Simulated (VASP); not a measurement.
# CsLiIr: relaxation of cell and atoms with PBE

Crystal: CsLiIr.

```
CELL_PARAMETERS angstrom
4.20564 0.00000 0.00000
0.00000 4.20564 0.00000
0.00000 0.00000 7.25581
ATOMIC_POSITIONS crystal
Cs 0.50000 0.00000 0.64800
Cs 0.00000 0.50000 0.35200
Li 0.50000 0.00000 0.23050
Li 0.00000 0.50000 0.76950
Ir 0.00000 0.00000 0.00000
Ir 0.50000 0.50000 0.00000
```

```
Program                : VASP 6.6.1
Task                   : relaxation of cell and atoms
Functional             : PBE
Potentials or basis    : VASP PAW PBE potentials, release 64 (Cs_sv, Li_sv, Ir)
Cutoff                 : 750 eV
k mesh                 : 4 × 4 × 4
Occupations            : gaussian, width 0.1 eV
Spin                   : no spin polarisation
Dipole correction      : no
Further INCAR settings : ALGO = Normal; EDIFF = 1e-07; IBRION = 2; EDIFFG = -0.04; NSW = 90; ISIF = 3
```

The relaxed volume is 28.32 Å³/atom and the relaxed cell is a = 4.002 Å, b = 4.002 Å, c = 10.609 Å, α = 90.00°, β = 90.00°, γ = 90.00°. The space group after relaxing (to 0.1 Å) is P4/nmm (No. 129), the energy gained by relaxing is 274.1 meV/atom and the ionic steps are 35. The pressure after relaxing is -0.1 GPa and the largest force after relaxing is 0.015 eV/Å. The band gap on the k mesh is zero (bands 21 and 22 overlap by 1.15 eV).

Forces in eV/Å, atoms in the order of the input:
```
Cs   0.000  0.000  0.006
Cs   0.000  0.000 -0.006
Li   0.000  0.000 -0.015
Li   0.000  0.000  0.015
Ir   0.000  0.000  0.000
Ir   0.000  0.000  0.000
```

Stress tensor (GPa, compression positive):
```
-0.02  0.00  0.00
 0.00 -0.02  0.00
 0.00  0.00 -0.12
```

The path:
| step | energy change (eV) | largest force (eV/Å) | pressure (GPa) | volume (Å³) |
| --- | --- | --- | --- | --- |
| 1 | 0.0000 | 1.5753 | 1.12 | 128.34 |
| 2 | -0.2823 | 1.3870 | 0.85 | 131.14 |
| 3 | -0.8999 | 0.8634 | 0.61 | 139.82 |
| 4 | -1.2159 | 0.5728 | 1.48 | 158.29 |
| 5 | -1.2421 | 0.4356 | 1.26 | 154.50 |
| 6 | -1.3512 | 0.1863 | -1.33 | 169.47 |
| 7 | -1.3535 | 0.1412 | -1.04 | 167.38 |
| 8 | -1.4351 | 0.2002 | 0.14 | 164.18 |
| 9 | -1.4360 | 0.2096 | 0.33 | 163.72 |
| 10 | -1.4646 | 0.2365 | 0.05 | 166.29 |
| 11 | -1.5273 | 0.2185 | -0.70 | 173.49 |
| 12 | -1.5452 | 0.3241 | -2.05 | 185.62 |
| 13 | -1.5572 | 0.1381 | -1.03 | 177.16 |
| 14 | -1.5715 | 0.1744 | -1.47 | 181.11 |
| 15 | -1.5782 | 0.1744 | -1.46 | 181.19 |
| 16 | -1.5922 | 0.1865 | -1.40 | 181.37 |
| 17 | -1.5755 | 0.2331 | -1.15 | 181.35 |
| 18 | -1.5938 | 0.1950 | -1.35 | 181.40 |
| 19 | -1.6048 | 0.1551 | -1.11 | 180.07 |
| 20 | -1.6240 | 0.0973 | -0.33 | 176.12 |
| 21 | -1.6257 | 0.1193 | 0.02 | 174.49 |
| 22 | -1.6257 | 0.1176 | -0.01 | 174.62 |
| 23 | -1.6263 | 0.1149 | -0.01 | 174.57 |
| 24 | -1.6282 | 0.1073 | -0.01 | 174.41 |
| 25 | -1.6314 | 0.0928 | -0.01 | 174.09 |
| 26 | -1.6360 | 0.0698 | 0.02 | 173.44 |
| 27 | -1.6365 | 0.1189 | 0.12 | 172.12 |
| 28 | -1.6378 | 0.0962 | 0.06 | 172.75 |
| 29 | -1.6399 | 0.0543 | -0.14 | 173.02 |
| 30 | -1.6403 | 0.0060 | -0.36 | 173.34 |
| 31 | -1.6412 | 0.0049 | -0.32 | 172.98 |
| 32 | -1.6431 | 0.0169 | -0.28 | 171.92 |
| 33 | -1.6440 | 0.0497 | -0.17 | 169.82 |
| 34 | -1.6442 | 0.0413 | -0.20 | 170.37 |
| 35 | -1.6448 | 0.0153 | -0.05 | 169.92 |

Final structure:
```xyz
6
Lattice="4.0021 0.0000 0.0000 0.0000 4.0021 0.0000 0.0000 0.0000 10.6089" Properties=species:S:1:pos:R:3 pbc="T T T"
Cs    2.0010    0.0000    7.4283
Cs    0.0000    2.0010    3.1805
Li    2.0010    0.0000    1.4571
Li    0.0000    2.0010    9.1518
Ir    0.0000    0.0000    0.0000
Ir    2.0010    2.0010    0.0000
```

Levels at points of the mesh, in eV from the Fermi level:
| k point | band 18 | band 19 | band 20 | band 21 | band 22 | band 23 | band 24 | band 25 |
| --- | --- | --- | --- | --- | --- | --- | --- | --- |
| (0.00, 0.00, 0.00) | -1.01 | -0.70 | -0.21 | -0.21 | 0.82 | 1.22 | 1.43 | 1.56 |
| (0.50, 0.00, 0.00) | -1.85 | -1.47 | -1.47 | -0.97 | -0.97 | 0.48 | 0.48 | 1.80 |
| (0.50, 0.50, 0.00) | -1.00 | -0.54 | -0.54 | 0.18 | 0.18 | 0.69 | 0.69 | 1.25 |
| (0.00, 0.00, 0.50) | -1.01 | -0.21 | -0.21 | -0.20 | 0.82 | 1.25 | 1.32 | 1.55 |
| (0.50, 0.00, 0.50) | -1.87 | -1.47 | -1.47 | -0.97 | -0.97 | 1.01 | 1.01 | 1.25 |
| (0.50, 0.50, 0.50) | -1.00 | -0.43 | -0.43 | 0.18 | 0.18 | 0.55 | 0.55 | 0.72 |

Run time: 23 min on 1 thread of AMD EPYC 9R45 96-Core Processor (Zen 5), on a shared host, peak memory 0.38 GiB.

Caveat: the k points lie up to 0.39 Å⁻¹ apart in the final cell, too coarse for converged energies and pressures of a metal; the volume moved by over 15 % at a fixed basis, so the end points are rough; spin-orbit coupling is left out, which moves the levels of the heavy elements.
